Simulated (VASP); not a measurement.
Crystal: CdSe.

```
Cd Se
1.0
     4.34072    0.00000    0.00000
    -2.17036    3.75917    0.00000
     0.00000    0.00000    7.07666
Cd Se
2 2
Direct
  0.33333 0.66667 0.00452
  0.66667 0.33333 0.50452
  0.33333 0.66667 0.38048
  0.66667 0.33333 0.88048
```

Base run:

```yaml
Program: VASP 6.6.1
Functional: r2SCAN
Potentials_or_basis: VASP PAW PBE potentials, release 64 (Cd, Se)
Cutoff: 520 eV
k_mesh: 6 × 6 × 4
Occupations: gaussian, width 0.01 eV
Spin: no spin polarisation
```

Its results: band gap on the k mesh 1.09 eV; pressure 0.2 GPa.

Problem. The run is repeated on the same cell with these changes: functional from r2SCAN to PBE. What comes out?

Solution. Band gap on the k mesh 0.61 eV; pressure 1.7 GPa.

Caveats: the PAW data sets were made with another functional, which shifts forces and pressure a little (at least some runs).

